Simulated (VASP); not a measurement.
In:

```
In
1.0
     3.29041    0.00000    0.00000
    -1.64520    2.84957    0.00000
     0.00000    0.00000    5.43469
In
2
Direct
  0.66667 0.33333 0.75000
  0.33333 0.66667 0.25000
```

Base run:

```yaml
Program: VASP 6.6.1
Functional: r2SCAN
Potentials_or_basis: VASP PAW PBE potentials, release 64 (In_d)
Cutoff: 520 eV
k_mesh: 9 × 9 × 5
Occupations: fermi-dirac, width 0.05 eV
Spin: no spin polarisation
```

Its results: band gap on the k mesh zero (band 13 reaches 10.18 eV, above the bottom of band 14 at 5.74 eV); pressure 1.5 GPa.

The run is repeated on the same cell with these changes: functional from r2SCAN to LDA; potentials or basis from VASP PAW PBE potentials, release 64 (In_d) to VASP PAW LDA potentials, release 64 (In_d). What comes out?

Band gap on the k mesh zero (band 13 reaches 9.73 eV, above the bottom of band 14 at 5.58 eV); pressure -1.4 GPa.

Caveats: spin-orbit coupling is left out, which moves the levels of the heavy elements; the PAW data sets were made with another functional, which shifts forces and pressure a little (some runs).
